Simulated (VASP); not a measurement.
Set up this calculation in VASP 6.6.1, as the native input.

```yaml
Task: single point
Functional: PBE
Potentials_or_basis: VASP PAW PBE potentials, release 64 (Sb_d_GW, As_d, C)
Cutoff: 700 eV
k_mesh: 4 × 4 × 4
Occupations: gaussian, width 0.1 eV
Spin: no spin polarisation
Dipole_correction: no
Further_INCAR_settings: ALGO = Normal; EDIFF = 1e-06; NBANDS = 40
```

The structure of Sb2As2C lies in POSCAR:

```
Sb2As2C
1.0
   -1.8447256652      4.4231781318      3.4661190754
    1.8447256652     -4.4231781318      3.4661190754
    1.8447256652      4.4231781318     -3.4661190754
Sb As C
2 2 1
Direct
    0.7902825366      0.5000000000      0.2902825366
    0.2097174634      0.5000000000      0.7097174634
    0.7691113389      0.7691113389      0.0000000000
    0.2308886611      0.2308886611      0.0000000000
    0.5000000000      0.5000000000      0.0000000000
```

The cell was generated, and may not be a known phase.

These files were run (other wordings do the same):

INCAR

```
SYSTEM = Sb2As2C
  PREC = Accurate
  ENCUT = 700
  EDIFF = 1E-6
  ISMEAR = 0
  SIGMA = 0.1
  LREAL = .FALSE.
  LASPH = .TRUE.
  NELM = 120
  ALGO = Normal
  ISIF = 2
  LWAVE = .FALSE.
  LCHARG = .FALSE.
  GGA = PE
  NBANDS = 40
  GGA_COMPAT = .FALSE.
```

KPOINTS

```
Automatic mesh
0
G
  4 4 4
  0 0 0
```

Potentials or basis: VASP PAW PBE potentials, release 64 (Sb_d_GW, As_d, C).

Command:

```bash
$ cat potpaw_PBE.64/Sb_d_GW/POTCAR potpaw_PBE.64/As_d/POTCAR potpaw_PBE.64/C/POTCAR > POTCAR
$ mpirun -np 1 vasp_std > vasp.out
```

It gave:

```json
{
 "Pressure": "-0.2 GPa",
 "Largest force": "0.065 eV/Å",
 "Band gap on the k mesh": "zero (bands 32 and 33 overlap by 1.66 eV)"
}
```

Caveat: the k points lie up to 0.46 Å⁻¹ apart, too coarse for converged energies and pressures of a metal; spin-orbit coupling is left out, which moves the levels of the heavy elements.

Run time: 2.6 min on 1 thread of Intel(R) Xeon(R) Platinum 8488C (Sapphire Rapids), on a shared host, peak memory 0.47 GiB.
